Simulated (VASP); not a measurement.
# TaN (Fm-3m) in VASP: notebook, part 3 of 3

VASP 6.6.1. Earlier steps stand in the parts before.

## Step 4: Single point, r2SCAN+D3(BJ)

This run uses another cell than the first one, of 10.52 Å³/atom.

POSCAR reads:

```
TaN
1.0
    0.0000000000      2.1908644818      2.1908644818
    2.1908644818      0.0000000000      2.1908644818
    2.1908644818      2.1908644818      0.0000000000
Ta N
1 1
Direct
    0.5000000000      0.5000000000      0.5000000000
    0.0000000000      0.0000000000      0.0000000000
```

INCAR.step1 reads:

```
PREC     = Accurate       # precision mode
ENCUT    = 770            # plane-wave cutoff, eV
ISMEAR   = -1             # smearing method
SIGMA    = 0.05           # smearing width, eV
LREAL    = F              # projectors in reciprocal space
LASPH    = T              # aspherical terms in the spheres
NELM     = 120            # most SCF steps
NBANDS   = 16             # bands
GGA      = PE             # functional
ALGO     = Normal         # electronic algorithm
EDIFF    = 1E-5           # SCF threshold, eV
LWAVE    = T              # write WAVECAR
LCHARG   = F              # write CHGCAR
GGA_COMPAT= F
```

INCAR.step2 reads:

```
PREC     = Accurate       # precision mode
ENCUT    = 770            # plane-wave cutoff, eV
EDIFF    = 1E-6           # SCF threshold, eV
ISMEAR   = -1             # smearing method
SIGMA    = 0.05           # smearing width, eV
LREAL    = F              # projectors in reciprocal space
LASPH    = T              # aspherical terms in the spheres
NELM     = 120            # most SCF steps
ALGO     = Normal         # electronic algorithm
ISIF     = 2              # what is computed and relaxed
LWAVE    = F              # write WAVECAR
LCHARG   = F              # write CHGCAR
METAGGA  = R2SCAN         # meta-GGA
LMIXTAU  = T            
IVDW     = 12             # dispersion correction
VDW_S6   = 1.0          
VDW_S8   = 0.78981345   
VDW_A1   = 0.49484001   
VDW_A2   = 5.73083694   
NBANDS   = 16             # bands
ISTART   = 1            
GGA_COMPAT= F
```

KPOINTS reads:

```
Automatic mesh
0
Gamma
  10 10 10
```

Potentials or basis: VASP PAW PBE potentials, release 64 (Ta_sv_GW, N).

Started as:

```
cat potpaw_PBE.64/Ta_sv_GW/POTCAR potpaw_PBE.64/N/POTCAR > POTCAR
cp INCAR.step1 INCAR
mpirun -np 1 vasp_std > vasp.out
cp INCAR.step2 INCAR
mpirun -np 1 vasp_std > vasp.out
```

OUTCAR:

```text
PREC = Accurate
   ENCUT = 770
   EDIFF = 1E-6
   ISMEAR = -1
   LREAL = F
   LASPH = T
   NELM = 120
   ISIF = 2
   METAGGA = R2SCAN
   IVDW = 12
   ISTART = 1
 IVDW          = 12

 ion  position               nearest neighbor table
   1  0.500  0.500  0.500-   2 2.19   2 2.19   2 2.19   2 2.19   2 2.19   2 2.19
   2  0.000  0.000  0.000-   1 2.19   1 2.19   1 2.19   1 2.19   1 2.19   1 2.19

  LATTYP: Found a face centered cubic cell.
 ALAT       =     4.3817289636

  Lattice vectors:

 A1 = (   0.0000000000,   2.1908644818,   2.1908644818)
 A2 = (   2.1908644818,   0.0000000000,   2.1908644818)
 A3 = (   2.1908644818,   2.1908644818,   0.0000000000)

Analysis of symmetry for initial positions (statically):
=====================================================================
 Subroutine PRICEL returns:
 Original cell was already a primitive cell.

 Routine SETGRP: Setting up the symmetry group for a
 face centered cubic supercell.

 Subroutine GETGRP returns: Found 48 space group operations
 (whereof 48 operations were pure point group operations)
 out of a pool of 48 trial point group operations.

The static configuration has the point symmetry O_h .

Analysis of symmetry for dynamics (positions and initial velocities):
=====================================================================
 Subroutine PRICEL returns:
 Original cell was already a primitive cell.

 Routine SETGRP: Setting up the symmetry group for a
 face centered cubic supercell.

 Subroutine GETGRP returns: Found 48 space group operations
 (whereof 48 operations were pure point group operations)
 out of a pool of 48 trial point group operations.

The dynamic configuration has the point symmetry O_h .

 Subroutine INISYM returns: Found 48 space group operations
 (whereof 48 operations are pure point group operations),
 and found     1 'primitive' translations

----------------------------------------------------------------------------------------

                                     Primitive cell

[... 110 lines left out ...]
     AMIX_MAG =   1.60;   BMIX_MAG =  1.00
  volume/ion in A,a.u.               =      10.52        70.96
  Fermi-wavevector in a.u.,A,eV,Ry     =   1.554319  2.937237 32.870417  2.415908
  Thomas-Fermi vector in A             =   2.658422
   LORBIT       =      0    0 simple, 1 ext, 2 COOP (PROOUT), +10 PAW based schemes
   METAGGA = R2SCAN    functional components
   LHFCALC =     F    Hartree Fock is set to
   AEXX    =    0.0000 exact exchange contribution
   IVDW    =    12    specifies the selected vdW correction
   LEPSILON=     F    determine dielectric tensor
   LRPA    =     F    only Hartree local field effects (RPA)
 non-spin polarized calculation
  energy-cutoff  :      770.00
  volume of cell :       21.03
 maximum number of plane-waves:      1034
   NGX = 13   NGY = 13   NGZ = 13

 number of electron      18.0000000 magnetization

 Free energy of the ion-electron system (eV)
  ---------------------------------------------------
  ext. energy  EPLUGINS =         0.00000000
  ---------------------------------------------------
  free energy    TOTEN  =       -62.21779622 eV

  energy without entropy =      -62.21242171  energy(sigma->0) =      -62.21510897

 E-fermi :  14.0637     XC(G=0): -14.8379

 val. band max:       13.9438994901   @ k =  -0.2000   0.2000   0.0000
 cond. band min:      14.0999535207   @ k =  -0.3000   0.3000   0.1000
 fundamental gap:      0.1560540306
 Fermi energy:        14.0637040926

 k-point     1 :       0.0000    0.0000    0.0000
  band No.  band energies     occupation
      1     -57.6175      2.00000
      2     -23.0898      2.00000
      3     -23.0898      2.00000
      4     -23.0898      2.00000
      5      -6.0403      2.00000
      6       9.8663      2.00000
[... 433 lines left out ...]
      3     -23.3451      2.00000
      4     -23.3175      2.00000
      5      -4.4811      2.00000
      6       5.6092      2.00000
[... 8 lines left out ...]
     15      25.4908      0.00000
     16      30.0549      0.00000

 [... further k-points ...]

------------------------ aborting loop because EDIFF is reached ----------------------------------------

 Edisp (eV)   -0.45152

 E8    (eV) :    -0.1676

  FORCE on cell =-STRESS in cart. coord.  units (eV):
  Direction    XX          YY          ZZ          XY          YZ          ZX
  --------------------------------------------------------------------------------------
  -------------------------------------------------------------------------------------
  Total       0.00439     0.00439     0.00439     0.00000    -0.00000     0.00000
  in kB       0.33473     0.33473     0.33473     0.00000    -0.00000     0.00000
  external pressure =        0.33 kB  Pullay stress =        0.00 kB

 VOLUME and BASIS-vectors are now :
 -----------------------------------------------------------------------------
  energy-cutoff  :      770.00
  volume of cell :       21.03
      direct lattice vectors                 reciprocal lattice vectors
     0.000000000  2.190864482  2.190864482    -0.228220414  0.228220414  0.228220414
     2.190864482  0.000000000  2.190864482     0.228220414 -0.228220414  0.228220414
     2.190864482  2.190864482  0.000000000     0.228220414  0.228220414 -0.228220414

 POSITION                                       TOTAL-FORCE (eV/Angst)
 -----------------------------------------------------------------------------------
      2.19086      2.19086      2.19086        -0.000000     -0.000000      0.000000
      0.00000      0.00000      0.00000         0.000000      0.000000      0.000000
 -----------------------------------------------------------------------------------
    total drift:                                0.000000      0.000000      0.000000

  FREE ENERGIE OF THE ION-ELECTRON SYSTEM (eV)
  ---------------------------------------------------
  free  energy   TOTEN  =       -62.6693169742 eV

  energy  without entropy=      -62.6639424655  energy(sigma->0) =      -62.66662972
```

OUTCAR.step1:

```text
PREC = Accurate
   ENCUT = 770
   ISMEAR = -1
   LREAL = F
   LASPH = T
   NELM = 120
[... 674 lines left out ...]
 -----------------------------------------------------------------------------------
      2.19086      2.19086      2.19086        -0.000000     -0.000000     -0.000000
      0.00000      0.00000      0.00000         0.000000      0.000000      0.000000
 -----------------------------------------------------------------------------------
    total drift:                                0.000000      0.000000      0.000000

  FREE ENERGIE OF THE ION-ELECTRON SYSTEM (eV)
  ---------------------------------------------------
  free  energy   TOTEN  =       -24.3631920116 eV

  energy  without entropy=      -24.3575849888  energy(sigma->0) =      -24.36038850
```

It took 45 s on 1 thread of Intel Xeon 6975P-C (Granite Rapids), shared host; peak memory 0.2 GiB.

Results:

```
Free energy                : -62.6693 eV
Pressure                   : 0.0 GPa
Band gap on the k mesh     : zero (bands 9 and 10 overlap by 4.15 eV)
Dispersion energy per atom : -0.226 eV
```

Caveat: the PAW data sets were made with another functional, which shifts forces and pressure a little; spin-orbit coupling is left out, which moves the levels of the heavy elements.

## Step 5: Single point, r2SCAN+rVV10

POSCAR reads:

```
TaN
1.0
    0.0000000000      2.1933595288      2.1933595288
    2.1933595288      0.0000000000      2.1933595288
    2.1933595288      2.1933595288      0.0000000000
Ta N
1 1
Direct
    0.5000000000      0.5000000000      0.5000000000
    0.0000000000      0.0000000000      0.0000000000
```

INCAR.step1 reads:

```
PREC = Accurate ; ENCUT = 770
ISMEAR = -1 ; SIGMA = 0.05
LREAL = F ; LASPH = T
NELM = 120 ; NBANDS = 16
GGA = PE ; ALGO = Normal
EDIFF = 1E-5 ; LWAVE = T
LCHARG = F ; GGA_COMPAT = F
```

INCAR.step2 reads:

```
PREC = Accurate ; ENCUT = 770
EDIFF = 1E-6 ; ISMEAR = -1
SIGMA = 0.05 ; LREAL = F
LASPH = T ; NELM = 120
ALGO = Normal ; ISIF = 2
LWAVE = F ; LCHARG = F
METAGGA = R2SCAN ; LMIXTAU = T
LUSE_VDW = T ; IVDW_NL = 2
BPARAM = 11.95 ; CPARAM = 0.0093
NBANDS = 16 ; ISTART = 1
GGA_COMPAT = F
```

KPOINTS reads:

```
regular mesh
0
Gamma
  10 10 10
```

Started as:

```
cat potpaw_PBE.64/Ta_sv_GW/POTCAR potpaw_PBE.64/N/POTCAR > POTCAR
cp INCAR.step1 INCAR
mpirun -np 1 vasp_std > vasp.out
cp INCAR.step2 INCAR
mpirun -np 1 vasp_std > vasp.out
```

Wall time 70 s (1 thread of Intel Xeon 6975P-C (Granite Rapids), shared host); peak memory 0.29 GiB.

The run converged. Its results:

* Free energy: -61.8070 eV
* Pressure: 0.4 GPa
* Band gap on the k mesh: zero (bands 9 and 10 overlap by 4.14 eV)

Levels at points of the mesh, in eV from the Fermi level:
| k point | band 5 | band 6 | band 7 | band 8 | band 9 | band 10 | band 11 | band 12 | band 13 | band 14 |
| --- | --- | --- | --- | --- | --- | --- | --- | --- | --- | --- |
| (0.00, 0.00, 0.00) | -20.08 | -4.18 | -4.18 | -4.18 | -2.20 | -2.20 | -2.20 | 0.15 | 0.15 | 1.79 |
| (0.50, 0.00, 0.00) | -17.02 | -10.91 | -8.05 | -8.05 | 1.94 | 1.94 | 2.07 | 4.00 | 7.91 | 7.91 |
| (0.50, 0.50, 0.00) | -18.84 | -7.13 | -5.69 | -5.03 | -5.03 | 2.26 | 3.58 | 3.58 | 4.80 | 7.46 |

Caveat: the PAW data sets were made with another functional, which shifts forces and pressure a little; spin-orbit coupling is left out, which moves the levels of the heavy elements.

## Step 6: Single point, r2SCAN+U

This run uses another cell than the first one, of 10.67 Å³/atom.

POSCAR reads:

```
TaN
1.0
    0.0000000000      2.2017289297      2.2017289297
    2.2017289297      0.0000000000      2.2017289297
    2.2017289297      2.2017289297      0.0000000000
Ta N
1 1
Direct
    0.5000000000      0.5000000000      0.5000000000
    0.0000000000      0.0000000000      0.0000000000
```

INCAR.step1 reads:

```
  PREC = Accurate
  ENCUT = 770
  ISMEAR = -1
  SIGMA = 0.05
  LREAL = F
  LASPH = T
  NELM = 200
  LMAXMIX = 4
  LDAU = T
  LDAUTYPE = 2
  LDAUL = 2 -1
  LDAUU = 2 0
  LDAUJ = 0 0
  NBANDS = 16
  GGA = PE
  ALGO = Normal
  EDIFF = 1E-5
  LWAVE = T
  LCHARG = F
  GGA_COMPAT = F
```

INCAR.step2 reads:

```
  PREC = Accurate
  ENCUT = 770
  EDIFF = 1E-6
  ISMEAR = -1
  SIGMA = 0.05
  LREAL = F
  LASPH = T
  NELM = 200
  ALGO = Normal
  ISIF = 2
  LWAVE = F
  LCHARG = T
  LMAXMIX = 4
  LDAU = T
  LDAUTYPE = 2
  LDAUL = 2 -1
  LDAUU = 2 0
  LDAUJ = 0 0
  LDAUPRINT = 1
  METAGGA = R2SCAN
  LMIXTAU = T
  LELF = T
  LVHAR = T
  NBANDS = 16
  ISTART = 1
  GGA_COMPAT = F
```

KPOINTS reads:

```
Automatic mesh
0
Gamma
  10 10 10
```

Potentials or basis: VASP PAW PBE potentials, release 64 (Ta_sv_GW, N).

Started as:

```
cat potpaw_PBE.64/Ta_sv_GW/POTCAR potpaw_PBE.64/N/POTCAR > POTCAR
cp INCAR.step1 INCAR
mpirun -np 1 vasp_std > vasp.out
cp INCAR.step2 INCAR
mpirun -np 1 vasp_std > vasp.out
```

It took 48 s on 1 thread of Intel Xeon 6975P-C (Granite Rapids), shared host; peak memory 0.19 GiB.

The run converged. Its results:

| Property | Result |
| --- | --- |
| Free energy | -60.4257 eV |
| Pressure | 4.2 GPa |
| Band gap on the k mesh | zero (bands 9 and 10 overlap by 4.10 eV) |

Levels at points of the mesh, in eV from the Fermi level:
| k point | band 6 | band 7 | band 8 | band 9 | band 10 | band 11 | band 12 | band 13 |
| --- | --- | --- | --- | --- | --- | --- | --- | --- |
| (0.00, 0.00, 0.00) | -4.29 | -4.29 | -4.29 | -2.13 | -2.13 | -2.13 | 0.34 | 0.34 |
| (0.50, 0.00, 0.00) | -10.96 | -7.96 | -7.96 | 1.97 | 1.97 | 2.03 | 3.71 | 7.90 |
| (0.50, 0.50, 0.00) | -7.30 | -5.62 | -5.16 | -5.16 | 2.44 | 3.61 | 3.61 | 4.78 |

Eigenvalues of the final occupation matrices:
```tsv
site	spin	trace	eigenvalues
site 1 d	1	1.16	0.19 0.19 0.26 0.26 0.26
site 1 d	2	1.16	0.19 0.19 0.26 0.26 0.26
```

Caveat: the cell stands under pressure; the PAW data sets were made with another functional, which shifts forces and pressure a little; spin-orbit coupling is left out, which moves the levels of the heavy elements; U without spin polarisation on a metal has little footing.

## Step 7: Summary

```csv
level,U,cell,gap on the mesh (eV),pressure (GPa)
r2SCAN+D4,-,"a = 3.103 Å, angles 60.0°, 2 atoms",none,0.0
r2SCAN,-,"a = 3.082 Å, angles 60.0°, 2 atoms",none,9.7
r2SCAN+D3(BJ),-,"a = 3.098 Å, angles 60.0°, 2 atoms",none,0.0
r2SCAN+rVV10,-,"a = 3.102 Å, angles 60.0°, 2 atoms",none,0.4
r2SCAN+U,Ta d U = 2.0 eV,"a = 3.114 Å, angles 60.0°, 2 atoms",none,4.2
```

Alike in all rows: task single point; potentials or basis VASP PAW PBE potentials, release 64 (Ta_sv_GW, N); no spin polarisation; k mesh 10 × 10 × 10; cutoff (eV) 770; smearing fermi-dirac 0.05 eV.

Caveats: the PAW data sets were made with another functional, which shifts forces and pressure a little; spin-orbit coupling is left out, which moves the levels of the heavy elements; the cell stands under pressure (at least some runs); U without spin polarisation on a metal has little footing (at least some runs).

Absolute energies hang on the potentials; compare differences alone.

The gap in the log of VASP goes by the Fermi energy; the results here count the filled bands.